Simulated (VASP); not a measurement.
# TaN (P6/mmm) in VASP: single point with PBE

Aim: the single point of TaN with PBE.

Program: VASP 6.6.1. These are calculated values, not measurements. Logs are shortened: lines on timing, memory, paths and dates and some standing lists are left out, and cuts for length are marked.

## 1. The cell of the first run

Symmetry: P6/mmm, No. 191, hexagonal system. Conventional cell: a = 5.191 Å, b = 5.191 Å, c = 2.908 Å, α = 90.00°, β = 90.00°, γ = 120.00°. Ta (site symmetry 6/mmm) has 6 N at 2.60 Å and 14 Ta at 2.91 to 3.33 Å within 3.4 Å. Within 2.8 Å of Ta (site symmetry -6m2) lie 6 N at 2.09 Å. N (site symmetry mmm) has 6 Ta at 2.09 to 2.60 Å and 4 N at 2.60 Å within 2.8 Å.

## 2. Single point, PBE

The input, INCAR:

```
SYSTEM = TaN
ALGO     = Normal         ! electronic algorithm
EDIFF    = 1E-6           ! SCF threshold, eV
ENCUT    = 520            ! plane-wave cutoff, eV
GGA      = PE             ! functional
ISIF     = 2              ! what is computed and relaxed
ISMEAR   = 0              ! smearing method
LASPH    = .True.         ! aspherical terms in the spheres
LCHARG   = .False.        ! write CHGCAR
LREAL    = .False.        ! projectors in reciprocal space
LWAVE    = .False.        ! write WAVECAR
NBANDS   = 33             ! bands
NELM     = 60             ! most SCF steps
PREC     = Accurate       ! precision mode
SIGMA    = 0.05           ! smearing width, eV
```

The input, KPOINTS:

```
k-points
0
Gamma
  12 12 14
  0 0 0
```

The input, POSCAR:

```
TaN
1.0
    5.1910000000      0.0000000000      0.0000000000
   -2.5955000000      4.4955378700      0.0000000000
    0.0000000000      0.0000000000      2.9080000000
Ta N
3 3
Direct
    0.0000000000      0.0000000000      0.0000000000
    0.3333333300      0.6666666700      0.5000000000
    0.6666666700      0.3333333300      0.5000000000
    0.5000000000      0.0000000000      0.0000000000
    0.5000000000      0.5000000000      0.0000000000
    0.0000000000      0.5000000000      0.0000000000
```

Potentials or basis: VASP PAW PBE potentials, release 64 (Ta_pv, N).

Run with:

```console
$ cat potpaw_PBE.64/Ta_pv/POTCAR potpaw_PBE.64/N/POTCAR > POTCAR
$ mpirun -np 1 vasp_std > vasp.out
```

OUTCAR:

```text
SYSTEM = TaN
   EDIFF = 1E-6
   ENCUT = 520
   GGA = PE
   ISIF = 2
   ISMEAR = 0
   LASPH = .True.
   LREAL = .False.
   NELM = 60
   PREC = Accurate

 ion  position               nearest neighbor table
   1  0.000  0.000  0.000-   5 2.60   6 2.60   6 2.60   5 2.60   4 2.60   4 2.60   3 3.33   3 3.33
                             2 3.33   2 3.33   2 3.33   3 3.33   2 3.33   3 3.33   2 3.33   3 3.33
   2  0.333  0.667  0.500-   4 2.09   4 2.09   6 2.09   6 2.09   5 2.09   5 2.09   3 3.00   3 3.00
                             3 3.00   1 3.33   1 3.33   1 3.33   1 3.33   1 3.33   1 3.33
   3  0.667  0.333  0.500-   4 2.09   4 2.09   6 2.09   6 2.09   5 2.09   5 2.09   2 3.00   2 3.00
                             2 3.00   1 3.33   1 3.33   1 3.33   1 3.33   1 3.33   1 3.33
   4  0.500  0.000  0.000-   2 2.09   3 2.09   2 2.09   3 2.09   1 2.60   1 2.60
   5  0.500  0.500  0.000-   2 2.09   3 2.09   2 2.09   3 2.09   1 2.60   1 2.60
   6  0.000  0.500  0.000-   2 2.09   3 2.09   2 2.09   3 2.09   1 2.60   1 2.60

  LATTYP: Found a hexagonal cell.
 ALAT       =     5.1910000000
 C/A-ratio  =     0.5602003468

  Lattice vectors:

 A1 = (   5.1910000000,   0.0000000000,   0.0000000000)
 A2 = (  -2.5955000000,   4.4955378700,   0.0000000000)
 A3 = (   0.0000000000,   0.0000000000,   2.9080000000)

Analysis of symmetry for initial positions (statically):
=====================================================================
 Subroutine PRICEL returns:
 Original cell was already a primitive cell.

 Routine SETGRP: Setting up the symmetry group for a
 hexagonal supercell.

 Subroutine GETGRP returns: Found 24 space group operations
 (whereof 24 operations were pure point group operations)
 out of a pool of 24 trial point group operations.

The static configuration has the point symmetry D_6h.

Analysis of symmetry for dynamics (positions and initial velocities):
=====================================================================
 Subroutine PRICEL returns:
 Original cell was already a primitive cell.

 Routine SETGRP: Setting up the symmetry group for a
 hexagonal supercell.

 Subroutine GETGRP returns: Found 24 space group operations
 (whereof 24 operations were pure point group operations)
 out of a pool of 24 trial point group operations.

The dynamic configuration has the point symmetry D_6h.

 Subroutine INISYM returns: Found 24 space group operations
 (whereof 24 operations are pure point group operations),
 and found     1 'primitive' translations

----------------------------------------------------------------------------------------

                                     Primitive cell

  volume of cell :      67.8621

  direct lattice vectors                    reciprocal lattice vectors
     5.191000000  0.000000000  0.000000000     0.192641110  0.111221397  0.000000000
    -2.595500000  4.495537870  0.000000000     0.000000000  0.222442793  0.000000000
     0.000000000  0.000000000  2.908000000     0.000000000  0.000000000  0.343878955

  length of vectors
     5.191000000  5.190999999  2.908000000     0.222442793  0.222442793  0.343878955

  position of ions in fractional coordinates (direct lattice)
     0.000000000  0.000000000  0.000000000
     0.333333330  0.666666670  0.500000000
     0.666666670  0.333333330  0.500000000
     0.500000000  0.000000000  0.000000000
     0.500000000  0.500000000  0.000000000
     1.000000000  0.500000000  0.000000000

  ion indices of the primitive-cell ions
   primitive index   ion index
                 1           1
                 2           2
                 3           3
                 4           4
                 5           5
                 6           6

----------------------------------------------------------------------------------------

 KPOINTS: k-points

Automatic generation of k-mesh.
 Grid dimensions read from file:
 generate k-points for:   12   12   14

 Generating k-lattice:

  Cartesian coordinates                     Fractional coordinates (reciprocal lattice)
     0.016053426  0.009268450  0.000000000     0.083333333  0.000000000  0.000000000
     0.000000000  0.018536899  0.000000000     0.000000000  0.083333333  0.000000000
     0.000000000  0.000000000  0.024562782     0.000000000  0.000000000  0.071428571

  Length of vectors
     0.018536899  0.018536899  0.024562782

  Shift w.r.t. Gamma in fractional coordinates (k-lattice)
     0.000000000  0.000000000  0.000000000

 Subroutine IBZKPT returns following result:
 ===========================================

 Found    152 irreducible k-points:

 Following reciprocal coordinates:
            Coordinates               Weight
  0.000000  0.000000  0.000000      1.000000
  0.083333  0.000000  0.000000      6.000000
  0.166667  0.000000  0.000000      6.000000
  0.250000  0.000000  0.000000      6.000000
  0.333333  0.000000  0.000000      6.000000
  0.416667  0.000000  0.000000      6.000000
[... 16 lines left out ...]
  0.250000  0.000000  0.071429     12.000000
  0.333333  0.000000  0.071429     12.000000
 [... further k-points ...]
   k-points           NKPTS =    152   k-points in BZ     NKDIM =    152   number of bands    NBANDS=     33
   number of dos      NEDOS =    301   number of ions     NIONS =      6
   total plane-waves  NPLWV =  38400
   dimension x,y,z NGX =    40 NGY =   40 NGZ =   24
   dimension x,y,z NGXF=    80 NGYF=   80 NGZF=   48
   ions per type =               3   3
   NGX,Y,Z   is equivalent  to a cutoff of  12.81, 12.81, 13.72 a.u.
   NGXF,Y,Z  is equivalent  to a cutoff of  25.62, 25.62, 27.44 a.u.
 SYSTEM =  TaN
   PREC   = accura    normal or accurate (medium, high low for compatibility)
   ISTART =      0    job   : 0-new  1-cont  2-samecut
   ICHARG =      2    charge: 1-file 2-atom 10-const
   ISPIN  =      1    spin polarized calculation?
   LNONCOLLINEAR =      F non collinear calculations
   LSORBIT =      F    spin-orbit coupling
   LASPH  =      T    aspherical Exc in radial PAW
   ENCUT  =  520.0 eV  38.22 Ry    6.18 a.u.   9.65  9.65  5.41*2*pi/ulx,y,z
   NELM   =     60;   NELMIN=  2; NELMDL= -5     # of ELM steps
   EDIFF  = 0.1E-05   stopping-criterion for ELM
   LREAL  =      F    real-space projection
   EDIFFG = 0.1E-04   stopping-criterion for IOM
   NSW    =      0    number of steps for IOM
   IBRION =     -1    ionic relax: 0-MD 1-quasi-New 2-CG
   NFREE  =      0    steps in history (QN), initial steepest desc. (CG)
   ISIF   =      2    stress and relaxation
   ISYM   =      2    0-nonsym 1-usesym 2-fastsym
   POTIM  = 0.5000    time-step for ionic-motion
   TEBEG  =    0.0;   TEEND  =   0.0 temperature during run
   PSTRESS=    0.0 pullay stress
   NELECT =      48.0000    total number of electrons
   NUPDOWN=      -1.0000    fix difference up-down
   EMIN   =  10.00;   EMAX   =-10.00  energy-range for DOS
   EFERMI =   0.00;   METHOD = LEGACY
   ISMEAR =     0;   SIGMA  =   0.05  broadening in eV -4-tet -1-fermi 0-gaus
   EFERMI_NEDOS =   21; number of points for ismear=-14 and -15
   IALGO  =     38    algorithm
   IMIX   =      4    mixing-type and parameters
     AMIX     =   0.40;   BMIX     =  1.00
     AMIX_MAG =   1.60;   BMIX_MAG =  1.00
  volume/ion in A,a.u.               =      11.31        76.33
  Fermi-wavevector in a.u.,A,eV,Ry     =   1.458634  2.756418 28.947918  2.127612
  Thomas-Fermi vector in A             =   2.575295
   LORBIT       =      0    0 simple, 1 ext, 2 COOP (PROOUT), +10 PAW based schemes
   GGA     = PE    functional components
   LHFCALC =     F    Hartree Fock is set to
   AEXX    =    0.0000 exact exchange contribution
   IVDW    =     0    specifies the selected vdW correction
   LEPSILON=     F    determine dielectric tensor
   LRPA    =     F    only Hartree local field effects (RPA)
 non-spin polarized calculation
 Gauss-broadening in eV      SIGMA  =   0.05
  energy-cutoff  :      520.00
  volume of cell :       67.86
 maximum number of plane-waves:      1858
 NGX is ok and might be reduce to    40
   NGX = 19   NGY = 19   NGZ = 11

 number of electron      47.9999998 magnetization

 Free energy of the ion-electron system (eV)
  ---------------------------------------------------
  ext. energy  EPLUGINS =         0.00000000
  ---------------------------------------------------
  free energy    TOTEN  =       -64.71968476 eV

  energy without entropy =      -64.71908493  energy(sigma->0) =      -64.71938485

 E-fermi :   8.1346     XC(G=0): -13.0435

 val. band max:        8.1237418265   @ k =   0.0833   0.0833   0.2143
 cond. band min:       8.1597352321   @ k =   0.3333   0.0000   0.2143
 fundamental gap:      0.0359934056
 Fermi energy:         8.1345953426

 k-point     1 :       0.0000    0.0000    0.0000
  band No.  band energies     occupation
      1     -28.0111      2.00000
      2     -28.0111      2.00000
      3     -27.6248      2.00000
      4     -27.6248      2.00000
      5     -27.3919      2.00000
      6     -27.2972      2.00000
[... 25 lines left out ...]
     32      11.4668      0.00000
     33      11.4668      0.00000

 k-point     2 :       0.0833    0.0000    0.0000
  band No.  band energies     occupation
      1     -28.0168      2.00000
      2     -28.0087      2.00000
      3     -27.6189      2.00000
      4     -27.6171      2.00000
      5     -27.3898      2.00000
      6     -27.3065      2.00000
[... 25 lines left out ...]
     32      11.4937      0.00000
     33      11.5430      0.00000

 k-point     3 :       0.1667    0.0000    0.0000
  band No.  band energies     occupation
      1     -28.0314      2.00000
      2     -27.9994      2.00000
      3     -27.6074      2.00000
      4     -27.5965      2.00000
      5     -27.3836      2.00000
      6     -27.3298      2.00000
[... 25 lines left out ...]
     32      11.5722      0.00000
     33      11.7805      0.00000

 k-point     4 :       0.2500    0.0000    0.0000
  band No.  band energies     occupation
      1     -28.0497      2.00000
      2     -27.9796      2.00000
      3     -27.6073      2.00000
      4     -27.5692      2.00000
      5     -27.3742      2.00000
      6     -27.3532      2.00000
[... 25 lines left out ...]
     32      11.7026      0.00000
     33      11.8098      0.00000

 k-point     5 :       0.3333    0.0000    0.0000
  band No.  band energies     occupation
      1     -28.0664      2.00000
      2     -27.9482      2.00000
      3     -27.6329      2.00000
      4     -27.5420      2.00000
      5     -27.3626      2.00000
      6     -27.3623      2.00000
[... 604 lines left out ...]
 k-point    22 :       0.1667    0.0000    0.0714
  band No.  band energies     occupation
      1     -28.0231      2.00000
      2     -27.9913      2.00000
      3     -27.6007      2.00000
      4     -27.5893      2.00000
      5     -27.4360      2.00000
      6     -27.3254      2.00000
[... 25 lines left out ...]
     32      11.3527      0.00000
     33      11.9781      0.00000

 k-point    23 :       0.2500    0.0000    0.0714
  band No.  band energies     occupation
      1     -28.0409      2.00000
      2     -27.9715      2.00000
      3     -27.6014      2.00000
      4     -27.5627      2.00000
      5     -27.4307      2.00000
      6     -27.3439      2.00000
[... 25 lines left out ...]
     32      11.5893      0.00000
     33      11.8746      0.00000

 k-point    24 :       0.3333    0.0000    0.0714
  band No.  band energies     occupation
      1     -28.0573      2.00000
      2     -27.9404      2.00000
      3     -27.6275      2.00000
      4     -27.5361      2.00000
      5     -27.4232      2.00000
      6     -27.3488      2.00000
[... 25 lines left out ...]
     32      11.8051      0.00000
     33      11.9086      0.00000

 [... further k-points ...]
[... 5 lines left out ...]
  --------------------------------------------------------------------------------------
  -------------------------------------------------------------------------------------
  Total        4.2421148      4.2421148      4.8508689      0.0000000      0.0000000      0.0000000
  in kB      100.1534493    100.1534492    114.5257196      0.0000000      0.0000000      0.0000000
  external PRESSURE =     104.9442060 kB  Pullay stress =       0.0000000 kB

 VOLUME and BASIS-vectors are now :
 -----------------------------------------------------------------------------
  energy-cutoff  :      520.00
  volume of cell :       67.86
      direct lattice vectors                 reciprocal lattice vectors
     5.191000000  0.000000000  0.000000000     0.192641110  0.111221397  0.000000000
    -2.595500000  4.495537870  0.000000000     0.000000000  0.222442793  0.000000000
     0.000000000  0.000000000  2.908000000     0.000000000  0.000000000  0.343878955

 POSITION                                       TOTAL-FORCE (eV/Angst)
 -----------------------------------------------------------------------------------
      0.00000      0.00000      0.00000         0.000000      0.000000      0.000000
     -0.00000      2.99703      1.45400        -0.000000      0.000000      0.000000
      2.59550      1.49851      1.45400         0.000000      0.000000     -0.000000
      2.59550      0.00000      0.00000         0.000000      0.000000      0.000000
      1.29775      2.24777      0.00000        -0.000000      0.000000      0.000000
     -1.29775      2.24777      0.00000         0.000000      0.000000      0.000000
 -----------------------------------------------------------------------------------
    total drift:                                0.000000     -0.000000     -0.000000

  FREE ENERGIE OF THE ION-ELECTRON SYSTEM (eV)
  ---------------------------------------------------
  free  energy   TOTEN  =       -64.7196847644 eV

  energy  without entropy=      -64.7190849280  energy(sigma->0) =      -64.71938485
```

It took 2.3 min on 1 thread of Intel Xeon Platinum 8559C (Emerald Rapids), shared host; peak memory 0.38 GiB.

Results:

| Quantity | Value |
| --- | --- |
| Free energy | -64.7197 eV |
| Pressure | 10.5 GPa |
| Band gap on the k mesh | zero (band 24 reaches 9.13 eV, above the bottom of band 25 at 6.95 eV) |

Levels at points of the mesh, in eV from the Fermi level:
```tsv
k point	band 21	band 22	band 23	band 24	band 25	band 26	band 27	band 28
(0.00, 0.00, 0.00)	-2.96	-2.45	-2.00	-1.18	-1.18	0.89	0.89	1.31
(0.50, 0.00, 0.00)	-3.35	-2.86	-1.63	-0.62	1.41	1.91	1.93	2.34
(0.00, 0.00, 0.50)	-3.05	-3.05	-1.87	0.94	0.94	1.53	1.85	2.59
(0.50, 0.00, 0.50)	-3.34	-3.06	-2.09	-1.16	1.12	1.43	3.15	3.48
```

Caveat: spin-orbit coupling is left out, which moves the levels of the heavy elements.
